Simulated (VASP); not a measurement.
Here is a VASP 6.6.1 calculation.

Contents of INCAR:

```
PREC = Accurate ; ENCUT = 500
EDIFF = 1E-6 ; ISMEAR = 0
SIGMA = 0.05 ; LREAL = False
LASPH = True ; NELM = 120
ALGO = Normal ; ISIF = 2
LWAVE = False ; LCHARG = False
GGA = PS ; NBANDS = 16
GGA_COMPAT = False
```

KPOINTS

```
regular mesh
0
Gamma
  4 4 4
```

POSCAR

```
CdTe
1.0
    0.0000000000      3.3564327535      3.3564327535
    3.3564327535      0.0000000000      3.3564327535
    3.3564327535      3.3564327535      0.0000000000
Cd Te
1 1
Direct
    0.0000000000      0.0000000000      0.0000000000
    0.2500000000      0.2500000000      0.2500000000
```

Potentials or basis: VASP PAW PBE potentials, release 64 (Cd, Te).

Command:

```bash
$ cat potpaw_PBE.64/Cd/POTCAR potpaw_PBE.64/Te/POTCAR > POTCAR
$ mpirun -np 1 vasp_std > vasp.out
```

(1) Predict the band gap on the k mesh.

(2) Predict the pressure.

Results:

(1) 0.34 eV.

(2) -3.0 GPa.

Caveat: the cell stands under tension; the PAW data sets were made with another functional, which shifts forces and pressure a little; spin-orbit coupling is left out, which moves the levels of the heavy elements.
